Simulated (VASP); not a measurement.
Input of a VASP 6.6.1 run:

File INCAR:

```
SYSTEM = Be
ALGO = Normal ; EDIFF = 1E-6
ENCUT = 520 ; GGA = PE
ISIF = 2 ; ISMEAR = -1
LASPH = .True. ; LCHARG = .False.
LREAL = .False. ; LWAVE = .False.
NBANDS = 7 ; NELM = 80
PREC = Accurate ; SIGMA = 0.05
```

File KPOINTS:

```
k-points
0
Gamma
  12 12 13
  0 0 0
```

Contents of POSCAR:

```
Be
1.0
    2.2327400000      0.0000000000      0.0000000000
    0.0000000000      2.2327400000      0.0000000000
    0.0000000000      0.0000000000      2.0656500000
Be
1
Direct
    0.5000000000      0.5000000000      0.0000000000
```

Potentials or basis: VASP PAW PBE potentials, release 64 (Be).

Command:

```console
$ cat potpaw_PBE.64/Be/POTCAR > POTCAR
$ mpirun -np 1 vasp_std > vasp.out
```

Q: What does it give for the pressure?

A: 0.2 GPa.

Q: What does it give for the band gap on the k mesh?

A: Zero (band 1 reaches 9.28 eV, above the bottom of band 2 at 2.47 eV).

Stress tensor (GPa, compression positive):
```
 0.77  0.00  0.00
 0.00  0.77  0.00
 0.00  0.00 -0.95
```
